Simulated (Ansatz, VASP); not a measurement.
## Cd in VASP and in Ansatz

The input INCAR:

```
PREC = Accurate
ENCUT = 520
EDIFF = 1E-6
ISMEAR = 1
SIGMA = 0.05
LREAL = False
LASPH = True
NELM = 60
ALGO = Normal
ISIF = 2
LWAVE = False
LCHARG = True
GGA = CA
LELF = True
LVHAR = True
NBANDS = 12
```

Contents of KPOINTS:

```
regular mesh
0
Gamma
  12 12 12
```

File POSCAR:

```
Cd
1.0
    0.0000000000      2.2181497500      2.2181497500
    2.2181497500      0.0000000000      2.2181497500
    2.2181497500      2.2181497500      0.0000000000
Cd
1
Direct
    0.0000000000      0.0000000000      0.0000000000
```

Input for Ansatz:

```yaml
crystal:
  lattice:
    - [0.0, 2.21814975, 2.21814975]
    - [2.21814975, 0.0, 2.21814975]
    - [2.21814975, 2.21814975, 0.0]
  atoms:
    - { symbol: Cd, position: [0.0, 0.0, 0.0] }
basis:
  ecutwfc: 450.0
kpoints:
  mp_grid:
    grid: [12, 12, 12]
hamiltonian:
  xc: lda
  pseudopotentials:
    kind: paw
scf:
  occupations:
    method: cold
    width: 0.05
output:
  forces: true
  stress: true
```

Alike in both runs: task single point; functional LDA; k mesh 12 × 12 × 12; no spin polarisation.

|  | VASP | Ansatz |
| --- | --- | --- |
| version | VASP 6.6.1 | Ansatz 0.2.0 |
| potentials or method | VASP PAW LDA potentials, release 64 (Cd), cutoff 520 eV | plane waves, PAW |
| occupations | methfessel-paxton of order 1, width 0.05 eV | cold, width 0.05 eV |
| valence electrons in the cell | 12 | 20 |

Ansatz gave:

- pressure (GPa): -4.7

Task: What did VASP give for the same quantities?

Result: Pressure (GPa): -4.4.

LDA's correlation is that of Perdew and Zunger in VASP and of Perdew and Wang (1992) in Ansatz. VASP's potentials hold 12 valence electrons a cell and Ansatz's 20, so a difference there can come from the potentials and not from the codes.
